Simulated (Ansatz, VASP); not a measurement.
**Hf2B2O in VASP and in Ansatz**

Contents of INCAR:

```
SYSTEM = Hf2B2O
PREC = Accurate
ENCUT = 600
EDIFF = 1E-6
ISMEAR = 0
SIGMA = 0.1
LREAL = .False.
LASPH = .True.
NELM = 60
ALGO = Normal
ISIF = 3
LWAVE = .False.
LCHARG = .False.
GGA = PE
IBRION = 2
NSW = 90
EDIFFG = -0.04
```

File KPOINTS:

```
regular mesh
0
Gamma
  4 4 6
  0 0 0
```

Contents of POSCAR:

```
Hf2B2O
1.0
    2.8114407400     -3.5819129600      0.0000000000
    2.8114407400      3.5819129600      0.0000000000
   -1.8259884500      0.0000000000      2.6631383600
Hf B O
2 2 1
Direct
    0.7114458800      0.2885541200      0.5000000000
    0.2928541200      0.7071458800      0.5000000000
    0.7481104400      0.6509273400      0.2862671800
    0.3490726600      0.2518895600      0.7137328200
    0.8985169000      0.1014831000      0.0000000000
```

Input for Ansatz:

```yaml
crystal:
  lattice:
    - [2.81144074, -3.58191296, 0.0]
    - [2.81144074, 3.58191296, 0.0]
    - [-1.82598845, 0.0, 2.66313836]
  atoms:
    - { symbol: Hf, position: [0.71144588, 0.28855412, 0.5] }
    - { symbol: Hf, position: [0.29285412, 0.70714588, 0.5] }
    - { symbol: B, position: [0.74811044, 0.65092734, 0.28626718] }
    - { symbol: B, position: [0.34907266, 0.25188956, 0.71373282] }
    - { symbol: O, position: [0.8985169, 0.1014831, 0.0] }
basis:
  ecutwfc: 420
kpoints:
  mp_grid: { grid: [4, 4, 6] }
hamiltonian:
  xc: pbe
scf:
  occupations: { method: gaussian, width: 0.1 }
  lower_state_search: "off"
output:
  forces: true
  stress: true
  eigenvalues: true
relax:
  adjacent_minimum: "off"
  f_tol: 0.04
  max_steps: 70
  cell: { stress_tol: 0.4 }
```

Alike in both runs: task relaxation of cell and atoms; functional PBE; k mesh 4 × 4 × 6; occupations gaussian, width 0.1 eV; no spin polarisation.

|  | VASP | Ansatz |
| --- | --- | --- |
| version | VASP 6.6.1 | Ansatz 0.2.0 |
| potentials or method | VASP PAW PBE potentials, release 64 (Hf_pv, B, O), cutoff 600 eV | scalar-relativistic, plane waves, PAW |
| valence electrons in the cell | 32 | 64 |

|  | VASP | Ansatz | Ansatz less VASP |
| --- | --- | --- | --- |
| gap on the k mesh at the Fermi level, each at its own relaxed structure (eV) | none | none | - |
| relaxed volume (Å³/atom) | 12.43 | 12.59 | +0.161 |
| relaxed length of the cell vector where the two differ most in proportion (Å) | 3.235 | 3.239 | +0.0035 |

A gap of «none» marks a metal or a gap that the smearing closes. VASP's potentials hold 32 valence electrons a cell and Ansatz's 64, so a difference there can come from the potentials and not from the codes.

The k mesh is coarse, so the values compare programs but aren't converged. Neither program's run includes spin-orbit coupling. Noted on VASP's run: the volume moved by over 15 % at a fixed basis, so the end points are rough.
